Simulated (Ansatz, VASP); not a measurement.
# Ru: VASP beside Ansatz

```
CELL_PARAMETERS angstrom
2.65056 0.00000 0.00000
-1.32528 2.29546 0.00000
0.00000 0.00000 4.19449
ATOMIC_POSITIONS crystal
Ru 0.33333 0.66667 0.25000
Ru 0.66667 0.33333 0.75000
```

Change from the starting cell: volume scaled by 0.94.

Alike in both runs: task single point; functional PBEsol; k mesh 14 × 14 × 8; occupations fermi-dirac, width 0.03 eV; no spin polarisation.

|  | VASP | Ansatz |
| --- | --- | --- |
| version | VASP 6.6.1 | Ansatz 0.2.0 |
| potentials or method | VASP PAW PBE potentials, release 64 (Ru_pv), cutoff 520 eV | all-electron LAPW, scalar-relativistic |

Ansatz gave:

| Property | Result |
| --- | --- |
| pressure (GPa) | 16.6 |
| traceless stress, the component that is largest in VASP (GPa) | -0.66 |

Task: Which values does VASP return?

Result: Pressure (GPa): 16.7; traceless stress, the component that is largest in VASP (GPa): -0.60.

VASP's potentials were made for PBE, not for PBEsol. Ansatz ran all-electron here, and VASP with PAW potentials.
